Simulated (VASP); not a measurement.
Write the native input for VASP 6.6.1 that does the following.

```yaml
Task: single point
Functional: LDA
Potentials_or_basis: VASP PAW LDA potentials, release 64 (Si, W_sv)
Cutoff: 520 eV
k_mesh: 20 × 20 × 20
Occupations: gaussian, width 0.15 eV
Spin: no spin polarisation
Dipole_correction: no
Further_INCAR_settings: ALGO = Normal; EDIFF = 1e-06; NBANDS = 18
```

The structure of Si2W lies in POSCAR:

```
Si2W
1.0
   -1.6879482196      1.6879482196      3.8758667019
    1.6879482196     -1.6879482196      3.8758667019
    1.6879482196      1.6879482196     -3.8758667019
Si W
2 1
Direct
    0.3346644983      0.3346644983      0.0000000000
    0.6653355017      0.6653355017      0.0000000000
    0.0000000000      0.0000000000      0.0000000000
```

These files were run (other wordings do the same):

INCAR

```
SYSTEM = Si2W
ALGO = Normal ; EDIFF = 1E-6
ENCUT = 520 ; GGA = CA
ISIF = 2 ; ISMEAR = 0
LASPH = .True. ; LCHARG = .False.
LREAL = .False. ; LWAVE = .False.
NBANDS = 18 ; NELM = 100
PREC = Accurate ; SIGMA = 0.15
```

KPOINTS

```
k-points
0
Gamma
  20 20 20
  0 0 0
```

Potentials or basis: VASP PAW LDA potentials, release 64 (Si, W_sv).

Launch:

```sh
$ cat potpaw_LDA.64/Si/POTCAR potpaw_LDA.64/W_sv/POTCAR > POTCAR
$ mpirun -np 1 vasp_std > vasp.out
```

It gave:

| Property | Result |
| --- | --- |
| Pressure | -19.3 GPa |
| Largest force | 0.190 eV/Å |
| Band gap on the k mesh | zero (bands 11 and 12 overlap by 0.79 eV) |

Caveat: the stress differs along the axes, from -25 to -7 GPa; spin-orbit coupling is left out, which moves the levels of the heavy elements.

It took 3.8 min on 1 thread of Intel(R) Xeon(R) 6975P-C (Granite Rapids), on a shared host, peak memory 0.56 GiB.
